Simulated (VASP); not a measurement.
Input of a VASP 6.6.1 run:

Contents of INCAR:

```
SYSTEM = Cd
PREC = Accurate
ENCUT = 520
EDIFF = 1E-6
ISMEAR = -1
SIGMA = 0.1
LREAL = .False.
LASPH = .True.
NELM = 80
ALGO = Normal
ISIF = 2
LWAVE = .False.
LCHARG = .False.
GGA = RP
NBANDS = 12
```

The input KPOINTS:

```
Automatic mesh
0
Gamma
  19 19 19
  0 0 0
```

File POSCAR:

```
Cd
1.0
    0.0000000000      2.3030368086      2.3030368086
    2.3030368086      0.0000000000      2.3030368086
    2.3030368086      2.3030368086      0.0000000000
Cd
1
Direct
    0.0000000000      0.0000000000      0.0000000000
```

Potentials or basis: VASP PAW PBE potentials, release 64 (Cd).

Command:

```sh
$ cat potpaw_PBE.64/Cd/POTCAR > POTCAR
$ mpirun -np 1 vasp_std > vasp.out
```

Problem. Estimate the pressure.

Solution. 0.1 GPa.

Problem. Predict the band gap on the k mesh.

Solution. Zero (band 6 reaches 3.55 eV, above the bottom of band 7 at 0.91 eV).

Caveat: the PAW data sets were made with another functional, which shifts forces and pressure a little.
